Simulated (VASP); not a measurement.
# Ir (P6_3/mmc) in VASP: single point with PBEsol

Aim: the single point of Ir with PBEsol.

Program: VASP 6.6.1. These are calculated values, not measurements. Logs are shortened: lines on timing, memory, paths and dates and some standing lists are left out, and cuts for length are marked.

### Step 1. The cell of the first run

The structure is hexagonal, space group P6_3/mmc (No. 194). The conventional cell has a = 2.719 Å, b = 2.719 Å, c = 4.408 Å, α = 90.00°, β = 90.00°, γ = 120.00°. Ir (site symmetry -6m2) has 12 Ir at 2.71 to 2.72 Å within 3.6 Å.

This isn't the form of Ir at room conditions, which is fcc.

### Step 2. Single point, PBEsol

Input file INCAR:

```
SYSTEM = Ir
ALGO = Normal
EDIFF = 1E-6
ENCUT = 560
GGA = PS
GGA_COMPAT = .False.
ISIF = 2
ISMEAR = 0
LASPH = .True.
LCHARG = .False.
LREAL = .False.
LWAVE = .False.
NBANDS = 24
NELM = 120
PREC = Accurate
SIGMA = 0.1
```

Input file KPOINTS:

```
k-points
0
Gamma
  18 18 10
  0 0 0
```

Input file POSCAR:

```
Ir
1.0
    2.7189969351      0.0000000000      0.0000000000
   -1.3594984675      2.3547204186      0.0000000000
    0.0000000000      0.0000000000      4.4082208368
Ir
2
Direct
    0.6666666667      0.3333333333      0.7500000000
    0.3333333333      0.6666666667      0.2500000000
```

Potentials or basis: VASP PAW PBE potentials, release 64 (Ir_sv_GW).

The run is started by

```
cat potpaw_PBE.64/Ir_sv_GW/POTCAR > POTCAR
mpirun -np 1 vasp_std > vasp.out
```

OUTCAR:

```text
SYSTEM = Ir
   EDIFF = 1E-6
   ENCUT = 560
   GGA = PS
   ISIF = 2
   ISMEAR = 0
   LASPH = .True.
   LREAL = .False.
   NELM = 120
   PREC = Accurate

 ion  position               nearest neighbor table
   1  0.667  0.333  0.750-   2 2.71   2 2.71   2 2.71   2 2.71   2 2.71   2 2.71
   2  0.333  0.667  0.250-   1 2.71   1 2.71   1 2.71   1 2.71   1 2.71   1 2.71

  LATTYP: Found a hexagonal cell.
 ALAT       =     2.7189969351
 C/A-ratio  =     1.6212673063

  Lattice vectors:

 A1 = (   2.7189969351,   0.0000000000,   0.0000000000)
 A2 = (  -1.3594984675,   2.3547204186,   0.0000000000)
 A3 = (   0.0000000000,   0.0000000000,   4.4082208368)

Analysis of symmetry for initial positions (statically):
=====================================================================
 Subroutine PRICEL returns:
 Original cell was already a primitive cell.

 Routine SETGRP: Setting up the symmetry group for a
 hexagonal supercell.

 Subroutine GETGRP returns: Found 24 space group operations
 (whereof 12 operations were pure point group operations)
 out of a pool of 24 trial point group operations.

The static configuration has the point symmetry D_3d.
 The point group associated with its full space group is D_6h.

Analysis of symmetry for dynamics (positions and initial velocities):
=====================================================================
 Subroutine PRICEL returns:
 Original cell was already a primitive cell.

 Routine SETGRP: Setting up the symmetry group for a
 hexagonal supercell.

 Subroutine GETGRP returns: Found 24 space group operations
 (whereof 12 operations were pure point group operations)
 out of a pool of 24 trial point group operations.

The dynamic configuration has the point symmetry D_3d.
 The point group associated with its full space group is D_6h.

 Subroutine INISYM returns: Found 24 space group operations
 (whereof 12 operations are pure point group operations),
 and found     1 'primitive' translations

----------------------------------------------------------------------------------------

                                     Primitive cell

  volume of cell :      28.2235

  direct lattice vectors                    reciprocal lattice vectors
     2.718996935  0.000000000  0.000000000     0.367782687  0.212339434  0.000000000
    -1.359498467  2.354720419  0.000000000     0.000000000  0.424678867  0.000000000
     0.000000000  0.000000000  4.408220837     0.000000000  0.000000000  0.226848889

  length of vectors
[... 80 lines left out ...]
   ENCUT  =  560.0 eV  41.16 Ry    6.42 a.u.   5.25  5.25  8.51*2*pi/ulx,y,z
   NELM   =    120;   NELMIN=  2; NELMDL= -5     # of ELM steps
   EDIFF  = 0.1E-05   stopping-criterion for ELM
   LREAL  =      F    real-space projection
   EDIFFG = 0.1E-04   stopping-criterion for IOM
   NSW    =      0    number of steps for IOM
   IBRION =     -1    ionic relax: 0-MD 1-quasi-New 2-CG
   NFREE  =      0    steps in history (QN), initial steepest desc. (CG)
   ISIF   =      2    stress and relaxation
   ISYM   =      2    0-nonsym 1-usesym 2-fastsym
   POTIM  = 0.5000    time-step for ionic-motion
   TEBEG  =    0.0;   TEEND  =   0.0 temperature during run
   PSTRESS=    0.0 pullay stress
   NELECT =      34.0000    total number of electrons
   NUPDOWN=      -1.0000    fix difference up-down
   EMIN   =  10.00;   EMAX   =-10.00  energy-range for DOS
   EFERMI =   0.00;   METHOD = LEGACY
   ISMEAR =     0;   SIGMA  =   0.10  broadening in eV -4-tet -1-fermi 0-gaus
   EFERMI_NEDOS =   21; number of points for ismear=-14 and -15
   IALGO  =     38    algorithm
   IMIX   =      4    mixing-type and parameters
     AMIX     =   0.40;   BMIX     =  1.00
     AMIX_MAG =   1.60;   BMIX_MAG =  1.00
  volume/ion in A,a.u.               =      14.11        95.23
  Fermi-wavevector in a.u.,A,eV,Ry     =   1.741930  3.291770 41.284425  3.034320
  Thomas-Fermi vector in A             =   2.814292
   LORBIT       =      0    0 simple, 1 ext, 2 COOP (PROOUT), +10 PAW based schemes
   GGA     = PS    functional components
   LHFCALC =     F    Hartree Fock is set to
   AEXX    =    0.0000 exact exchange contribution
   IVDW    =     0    specifies the selected vdW correction
   LEPSILON=     F    determine dielectric tensor
   LRPA    =     F    only Hartree local field effects (RPA)
 non-spin polarized calculation
 Gauss-broadening in eV      SIGMA  =   0.10
  energy-cutoff  :      560.00
  volume of cell :       28.22
 maximum number of plane-waves:       867
 NGX is ok and might be reduce to    24
   NGX = 11   NGY = 11   NGZ = 17

 number of electron      34.0000000 magnetization

 Free energy of the ion-electron system (eV)
  ---------------------------------------------------
  ext. energy  EPLUGINS =         0.00000000
  ---------------------------------------------------
  free energy    TOTEN  =       -20.64951040 eV

  energy without entropy =      -20.63954009  energy(sigma->0) =      -20.64452525

 E-fermi :  12.9158     XC(G=0): -14.7211

 val. band max:       12.9149846462   @ k =   0.3889  -0.0000   0.0000
 cond. band min:      12.9327529718   @ k =   0.3889   0.1667   0.1000
 fundamental gap:      0.0177683255
 Fermi energy:        12.9158386707

 k-point     1 :       0.0000    0.0000    0.0000
  band No.  band energies     occupation
      1     -80.2296      2.00000
      2     -80.1619      2.00000
      3     -37.4287      2.00000
      4     -36.7251      2.00000
      5     -36.7251      2.00000
      6     -36.6184      2.00000
[... 637 lines left out ...]
     23      23.4904      0.00000
     24      26.1248      0.00000

 [... further k-points ...]

------------------------ aborting loop because EDIFF is reached ----------------------------------------

  FORCE on cell =-STRESS in cart. coord.  units (eV):
  Direction    XX          YY          ZZ          XY          YZ          ZX
  --------------------------------------------------------------------------------------
  -------------------------------------------------------------------------------------
  Total       -0.3187680     -0.3187680     -0.3247431     -0.0000000      0.0000000      0.0000000
  in kB      -18.0956354    -18.0956354    -18.4348289     -0.0000000      0.0000000      0.0000000
  external PRESSURE =     -18.2086999 kB  Pullay stress =       0.0000000 kB

 VOLUME and BASIS-vectors are now :
 -----------------------------------------------------------------------------
  energy-cutoff  :      560.00
  volume of cell :       28.22
      direct lattice vectors                 reciprocal lattice vectors
     2.718996935  0.000000000  0.000000000     0.367782687  0.212339434  0.000000000
    -1.359498467  2.354720419  0.000000000     0.000000000  0.424678867  0.000000000
     0.000000000  0.000000000  4.408220837     0.000000000  0.000000000  0.226848889

 POSITION                                       TOTAL-FORCE (eV/Angst)
 -----------------------------------------------------------------------------------
      1.35950      0.78491      3.30617        -0.000000     -0.000000      0.000000
     -0.00000      1.56981      1.10206         0.000000      0.000000      0.000000
 -----------------------------------------------------------------------------------
    total drift:                                0.000000     -0.000000      0.000000

  FREE ENERGIE OF THE ION-ELECTRON SYSTEM (eV)
  ---------------------------------------------------
  free  energy   TOTEN  =       -20.6495104040 eV

  energy  without entropy=      -20.6395400912  energy(sigma->0) =      -20.64452525
```

OSZICAR:

```text
N       E                     dE             d eps       ncg     rms          rms(c)
DAV:   1     0.365172077172E+03    0.36517E+03   -0.26193E+04 11128   0.164E+03
DAV:   2    -0.127195532609E+02   -0.37789E+03   -0.36655E+03 12928   0.525E+02
DAV:   3    -0.230539858485E+02   -0.10334E+02   -0.10274E+02 12768   0.854E+01
DAV:   4    -0.230932350056E+02   -0.39249E-01   -0.39237E-01 12064   0.576E+00
DAV:   5    -0.230933812656E+02   -0.14626E-03   -0.14625E-03 12920   0.317E-01    0.105E+02
DAV:   6    -0.208733292301E+02    0.22201E+01   -0.38465E+00 11776   0.151E+01    0.552E+01
DAV:   7    -0.206949988227E+02    0.17833E+00   -0.12643E+00 13072   0.804E+00    0.110E+01
DAV:   8    -0.206509718698E+02    0.44027E-01   -0.16664E-01 11232   0.382E+00    0.151E+00
DAV:   9    -0.206499409045E+02    0.10310E-02   -0.34720E-03 13176   0.444E-01    0.103E+00
DAV:  10    -0.206495095970E+02    0.43131E-03   -0.72461E-04 11496   0.322E-01    0.564E-01
DAV:  11    -0.206495104040E+02   -0.80704E-06   -0.88815E-06 13072   0.307E-02
   1 F= -.20649510E+02 E0= -.20644525E+02  d E =-.997031E-02
```

stdout:

```text
POSCAR found type information on POSCAR Ir
 POSCAR found :  1 types and       2 ions
 scaLAPACK will be used
 -----------------------------------------------------------------------------
|                                                                             |
|                                                                             |
|     You enforced a specific xc type in the INCAR file but a different       |
|     I HOPE YOU KNOW WHAT YOU ARE DOING!                                     |
|                                                                             |
 -----------------------------------------------------------------------------

 LDA part: xc-table for (Slater+PW92), standard interpolation
 POSCAR, INCAR and KPOINTS ok, starting setup
 FFT: planning ... GRIDC
 FFT: planning ... GRID_SOFT
 FFT: planning ... GRID
 WAVECAR not read
 entering main loop
```

Wall time 44 s (1 thread of Intel Xeon 6975P-C (Granite Rapids), shared host); peak memory 0.26 GiB.

What came out:

```yaml
Free_energy: -20.6495 eV
Pressure: -1.8 GPa
Band_gap_on_the_k_mesh: zero (bands 17 and 18 overlap by 3.38 eV)
```

Levels at points of the mesh, in eV from the Fermi level:
| k point | band 15 | band 16 | band 17 | band 18 | band 19 | band 20 |
| --- | --- | --- | --- | --- | --- | --- |
| (0.00, 0.00, 0.00) | -3.23 | -2.42 | -2.42 | -0.88 | 0.27 | 0.27 |
| (0.50, 0.00, 0.00) | -3.03 | 0.72 | 0.99 | 1.15 | 2.97 | 4.42 |
| (0.00, 0.00, 0.50) | -4.01 | -4.01 | -0.48 | -0.48 | -0.48 | -0.48 |
| (0.50, 0.00, 0.50) | -1.02 | -1.02 | 0.97 | 0.97 | 2.01 | 2.01 |

Caveat: the PAW data sets were made with another functional, which shifts forces and pressure a little; spin-orbit coupling is left out, which moves the levels of the heavy elements.
